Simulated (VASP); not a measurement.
# AlAs (F-43m) in VASP: notebook, part 2 of 3

VASP 6.6.1. Earlier steps stand in the parts before.

### 3 Single point, PBE

File INCAR:

```
SYSTEM = AlAs
  PREC = Accurate
  ENCUT = 500
  EDIFF = 1E-6
  ISMEAR = 1
  SIGMA = 0.01
  LREAL = .FALSE.
  LASPH = .TRUE.
  NELM = 120
  ALGO = Normal
  ISIF = 2
  LWAVE = .FALSE.
  LCHARG = .FALSE.
  GGA = PE
  NBANDS = 11
  GGA_COMPAT = .FALSE.
```

File KPOINTS:

```
Automatic mesh
0
G
  4 4 4
  0 0 0
```

File POSCAR:

```
AlAs
1.0
    0.0000000000      2.8304000000      2.8304000000
    2.8304000000      0.0000000000      2.8304000000
    2.8304000000      2.8304000000      0.0000000000
Al As
1 1
Direct
    0.0000000000      0.0000000000      0.0000000000
    0.2500000000      0.2500000000      0.2500000000
```

Potentials or basis: VASP PAW PBE potentials, release 64 (Al, As).

Command:

```bash
cat potpaw_PBE.64/Al/POTCAR potpaw_PBE.64/As/POTCAR > POTCAR
mpirun -np 1 vasp_std > vasp.out
```

OUTCAR:

```text
SYSTEM = AlAs
   PREC = Accurate
   ENCUT = 500
   EDIFF = 1E-6
   ISMEAR = 1
   LREAL = .FALSE.
   LASPH = .TRUE.
   NELM = 120
   ISIF = 2
   GGA = PE

 ion  position               nearest neighbor table
   1  0.000  0.000  0.000-   2 2.45   2 2.45   2 2.45   2 2.45
   2  0.250  0.250  0.250-   1 2.45   1 2.45   1 2.45   1 2.45

  LATTYP: Found a face centered cubic cell.
 ALAT       =     5.6608000000

  Lattice vectors:

 A1 = (   0.0000000000,   2.8304000000,   2.8304000000)
 A2 = (   2.8304000000,   0.0000000000,   2.8304000000)
 A3 = (   2.8304000000,   2.8304000000,   0.0000000000)

Analysis of symmetry for initial positions (statically):
=====================================================================
 Subroutine PRICEL returns:
 Original cell was already a primitive cell.

 Routine SETGRP: Setting up the symmetry group for a
 face centered cubic supercell.

 Subroutine GETGRP returns: Found 24 space group operations
 (whereof 24 operations were pure point group operations)
 out of a pool of 48 trial point group operations.

The static configuration has the point symmetry T_d .

Analysis of symmetry for dynamics (positions and initial velocities):
=====================================================================
 Subroutine PRICEL returns:
 Original cell was already a primitive cell.

 Routine SETGRP: Setting up the symmetry group for a
 face centered cubic supercell.

 Subroutine GETGRP returns: Found 24 space group operations
 (whereof 24 operations were pure point group operations)
 out of a pool of 48 trial point group operations.

The dynamic configuration has the point symmetry T_d .

 Subroutine INISYM returns: Found 24 space group operations
 (whereof 24 operations are pure point group operations),
 and found     1 'primitive' translations

----------------------------------------------------------------------------------------

                                     Primitive cell

  volume of cell :      45.3496

  direct lattice vectors                    reciprocal lattice vectors
     0.000000000  2.830400000  2.830400000    -0.176653477  0.176653477  0.176653477
     2.830400000  0.000000000  2.830400000     0.176653477 -0.176653477  0.176653477
     2.830400000  2.830400000  0.000000000     0.176653477  0.176653477 -0.176653477

  length of vectors
     4.002790067  4.002790067  4.002790067     0.305972797  0.305972797  0.305972797

  position of ions in fractional coordinates (direct lattice)
     0.000000000  0.000000000  0.000000000
     0.250000000  0.250000000  0.250000000

  ion indices of the primitive-cell ions
   primitive index   ion index
                 1           1
                 2           2

----------------------------------------------------------------------------------------

 KPOINTS: Automatic mesh

Automatic generation of k-mesh.
 Grid dimensions read from file:
 generate k-points for:    4    4    4

 Generating k-lattice:

  Cartesian coordinates                     Fractional coordinates (reciprocal lattice)
    -0.044163369  0.044163369  0.044163369     0.250000000  0.000000000  0.000000000
     0.044163369 -0.044163369  0.044163369     0.000000000  0.250000000  0.000000000
     0.044163369  0.044163369 -0.044163369     0.000000000  0.000000000  0.250000000

  Length of vectors
     0.076493199  0.076493199  0.076493199

  Shift w.r.t. Gamma in fractional coordinates (k-lattice)
     0.000000000  0.000000000  0.000000000

 Subroutine IBZKPT returns following result:
 ===========================================

 Found      8 irreducible k-points:

 Following reciprocal coordinates:
            Coordinates               Weight
  0.000000  0.000000  0.000000      1.000000
  0.250000  0.000000  0.000000      8.000000
  0.500000  0.000000  0.000000      4.000000
  0.250000  0.250000  0.000000      6.000000
  0.500000  0.250000  0.000000     24.000000
 -0.250000  0.250000  0.000000     12.000000
  0.500000  0.500000  0.000000      3.000000
 -0.250000  0.500000  0.250000      6.000000
   k-points           NKPTS =      8   k-points in BZ     NKDIM =      8   number of bands    NBANDS=     11
   number of dos      NEDOS =    301   number of ions     NIONS =      2
   total plane-waves  NPLWV =  27000
   dimension x,y,z NGX =    30 NGY =   30 NGZ =   30
   dimension x,y,z NGXF=    60 NGYF=   60 NGZF=   60
   ions per type =               1   1
   NGX,Y,Z   is equivalent  to a cutoff of  12.46, 12.46, 12.46 a.u.
   NGXF,Y,Z  is equivalent  to a cutoff of  24.92, 24.92, 24.92 a.u.
 SYSTEM =  AlAs
   PREC   = accura    normal or accurate (medium, high low for compatibility)
   ISTART =      0    job   : 0-new  1-cont  2-samecut
   ICHARG =      2    charge: 1-file 2-atom 10-const
   ISPIN  =      1    spin polarized calculation?
   LNONCOLLINEAR =      F non collinear calculations
   LSORBIT =      F    spin-orbit coupling
   LASPH  =      T    aspherical Exc in radial PAW
   ENCUT  =  500.0 eV  36.75 Ry    6.06 a.u.   7.30  7.30  7.30*2*pi/ulx,y,z
   NELM   =    120;   NELMIN=  2; NELMDL= -5     # of ELM steps
   EDIFF  = 0.1E-05   stopping-criterion for ELM
   LREAL  =      F    real-space projection
   EDIFFG = 0.1E-04   stopping-criterion for IOM
   NSW    =      0    number of steps for IOM
   IBRION =     -1    ionic relax: 0-MD 1-quasi-New 2-CG
   NFREE  =      0    steps in history (QN), initial steepest desc. (CG)
   ISIF   =      2    stress and relaxation
   ISYM   =      2    0-nonsym 1-usesym 2-fastsym
   POTIM  = 0.5000    time-step for ionic-motion
   TEBEG  =    0.0;   TEEND  =   0.0 temperature during run
   PSTRESS=    0.0 pullay stress
   NELECT =       8.0000    total number of electrons
   NUPDOWN=      -1.0000    fix difference up-down
   EMIN   =  10.00;   EMAX   =-10.00  energy-range for DOS
   EFERMI =   0.00;   METHOD = LEGACY
   ISMEAR =     1;   SIGMA  =   0.01  broadening in eV -4-tet -1-fermi 0-gaus
   EFERMI_NEDOS =   21; number of points for ismear=-14 and -15
   IALGO  =     38    algorithm
   IMIX   =      4    mixing-type and parameters
     AMIX     =   0.40;   BMIX     =  1.00
     AMIX_MAG =   1.60;   BMIX_MAG =  1.00
  volume/ion in A,a.u.               =      22.67       153.02
  Fermi-wavevector in a.u.,A,eV,Ry     =   0.918150  1.735052 11.469706  0.843000
  Thomas-Fermi vector in A             =   2.043199
   LORBIT       =      0    0 simple, 1 ext, 2 COOP (PROOUT), +10 PAW based schemes
   GGA     = PE    functional components
   LHFCALC =     F    Hartree Fock is set to
   AEXX    =    0.0000 exact exchange contribution
   IVDW    =     0    specifies the selected vdW correction
   LEPSILON=     F    determine dielectric tensor
   LRPA    =     F    only Hartree local field effects (RPA)
 non-spin polarized calculation
 Methfessel and Paxton  Order N= 1 SIGMA  =   0.01
  energy-cutoff  :      500.00
  volume of cell :       45.35
 maximum number of plane-waves:      1174
 NGX is ok and might be reduce to    30
   NGX = 15   NGY = 15   NGZ = 15

 number of electron       8.0000000 magnetization

 Free energy of the ion-electron system (eV)
  ---------------------------------------------------
  ext. energy  EPLUGINS =         0.00000000
  ---------------------------------------------------
  free energy    TOTEN  =        -9.25771476 eV

  energy without entropy =       -9.25774194  energy(sigma->0) =       -9.25772382

 E-fermi :   3.9377     XC(G=0):  -9.0213

 val. band max:        3.9292374793   @ k =   0.0000   0.0000   0.0000
 cond. band min:       5.3397320367   @ k =   0.5000   0.5000   0.0000
 fundamental gap:      1.4104945575
 Fermi energy:         3.9376561816

 k-point     1 :       0.0000    0.0000    0.0000
  band No.  band energies     occupation
      1      -7.9359      2.00000
      2       3.9292      2.00000
      3       3.9292      2.00000
      4       3.9292      1.99999
      5       5.9840      0.00000
      6       8.1887      0.00000
      7       8.1887      0.00000
      8       8.1887      0.00000
      9      12.7844      0.00000
     10      12.9152      0.00000
     11      12.9152      0.00000
[... 85 lines left out ...]
 k-point     8 :      -0.2500    0.5000    0.2500
  band No.  band energies     occupation
      1      -5.9199      2.00000
      2      -1.1809      2.00000
      3       0.7398      2.00000
      4       1.0903      2.00000
      5       8.2422      0.00000
      6       9.5585      0.00000
      7       9.6110      0.00000
      8       9.9631      0.00000
      9      14.5282      0.00000
     10      16.2092      0.00000
     11      16.5138      0.00000

------------------------ aborting loop because EDIFF is reached ----------------------------------------

  FORCE on cell =-STRESS in cart. coord.  units (eV):
  Direction    XX          YY          ZZ          XY          YZ          ZX
  --------------------------------------------------------------------------------------
  -------------------------------------------------------------------------------------
  Total        0.8699131      0.8699131      0.8699131     -0.0000000      0.0000000      0.0000000
  in kB       30.7335689     30.7335689     30.7335689     -0.0000000      0.0000000      0.0000000
  external PRESSURE =      30.7335689 kB  Pullay stress =       0.0000000 kB

 VOLUME and BASIS-vectors are now :
 -----------------------------------------------------------------------------
  energy-cutoff  :      500.00
  volume of cell :       45.35
      direct lattice vectors                 reciprocal lattice vectors
     0.000000000  2.830400000  2.830400000    -0.176653477  0.176653477  0.176653477
     2.830400000  0.000000000  2.830400000     0.176653477 -0.176653477  0.176653477
     2.830400000  2.830400000  0.000000000     0.176653477  0.176653477 -0.176653477

 POSITION                                       TOTAL-FORCE (eV/Angst)
 -----------------------------------------------------------------------------------
      0.00000      0.00000      0.00000        -0.000000     -0.000000     -0.000000
      1.41520      1.41520      1.41520         0.000000      0.000000      0.000000
 -----------------------------------------------------------------------------------
    total drift:                               -0.000000     -0.000000     -0.000000

  FREE ENERGIE OF THE ION-ELECTRON SYSTEM (eV)
  ---------------------------------------------------
  free  energy   TOTEN  =        -9.2577147642 eV

  energy  without entropy=       -9.2577419419  energy(sigma->0) =       -9.25772382
```

OSZICAR:

```text
N       E                     dE             d eps       ncg     rms          rms(c)
DAV:   1     0.163271066626E+02    0.16327E+02   -0.30572E+03   176   0.537E+02
DAV:   2    -0.851032435181E+01   -0.24837E+02   -0.23035E+02   218   0.858E+01
DAV:   3    -0.949678946554E+01   -0.98647E+00   -0.98552E+00   232   0.180E+01
DAV:   4    -0.950452601968E+01   -0.77366E-02   -0.77356E-02   211   0.187E+00
DAV:   5    -0.950466380193E+01   -0.13778E-03   -0.13778E-03   220   0.253E-01    0.329E+00
DAV:   6    -0.929356404552E+01    0.21110E+00   -0.36160E-01   194   0.220E+00    0.191E+00
DAV:   7    -0.925631148205E+01    0.37253E-01   -0.18948E-01   197   0.173E+00    0.707E-01
DAV:   8    -0.925740683131E+01   -0.10953E-02   -0.12986E-02   188   0.540E-01    0.117E-01
DAV:   9    -0.925754340137E+01   -0.13657E-03   -0.45466E-04   214   0.121E-01    0.659E-02
DAV:  10    -0.925771030954E+01   -0.16691E-03   -0.22020E-04   191   0.789E-02    0.723E-03
DAV:  11    -0.925771486343E+01   -0.45539E-05   -0.22266E-05   214   0.207E-02    0.649E-03
DAV:  12    -0.925771476420E+01    0.99234E-07   -0.17931E-06   205   0.671E-03
   1 F= -.92577148E+01 E0= -.92577238E+01  d E =0.271777E-04
```

It took 11 s on 1 thread of AMD EPYC 7R13, shared host; peak memory 0.13 GiB.

Results:

```
Free energy            : -9.2577 eV
Pressure               : 3.1 GPa
Band gap on the k mesh : 1.41 eV, indirect (least direct gap 2.05 eV)
```

Caveat: the k points lie up to 0.48 Å⁻¹ apart. A k mesh can miss the band edges.

### 4 Single point, PBE

File INCAR:

```
SYSTEM = AlAs
PREC = Accurate
ENCUT = 500
EDIFF = 1E-6
ISMEAR = 1
SIGMA = 0.01
LREAL = .FALSE.
LASPH = .TRUE.
NELM = 120
ALGO = Normal
ISIF = 2
LWAVE = .FALSE.
LCHARG = .TRUE.
GGA = PE
LELF = .TRUE.
LVHAR = .TRUE.
NBANDS = 11
GGA_COMPAT = .FALSE.
```

File KPOINTS:

```
regular mesh
0
G
  5 5 5
  0 0 0
```

POSCAR is that of step 3.

Command:

```bash
cat potpaw_PBE.64/Al/POTCAR potpaw_PBE.64/As/POTCAR > POTCAR
mpirun -np 1 vasp_std > vasp.out
```

It took 13 s on 1 thread of AMD EPYC 7R13, shared host; peak memory 0.13 GiB.

Results (log left out):

* Free energy: -9.3390 eV
* Pressure: 2.8 GPa
* Band gap on the k mesh: 1.64 eV, indirect (least direct gap 2.06 eV)

Levels at points of the mesh, in eV from the valence-band top:
| k point | band 1 | band 2 | band 3 | band 4 | band 5 | band 6 | band 7 | band 8 | band 9 |
| --- | --- | --- | --- | --- | --- | --- | --- | --- | --- |
| (0.00, 0.00, 0.00) | -11.86 | 0.00 | 0.00 | 0.00 | 2.06 | 4.28 | 4.28 | 4.28 | 8.86 |

A k mesh can miss the band edges. Expect the measured gap to be larger: semilocal functionals such as PBE lack the derivative discontinuity.

(Part 2 of 3 ends here.)
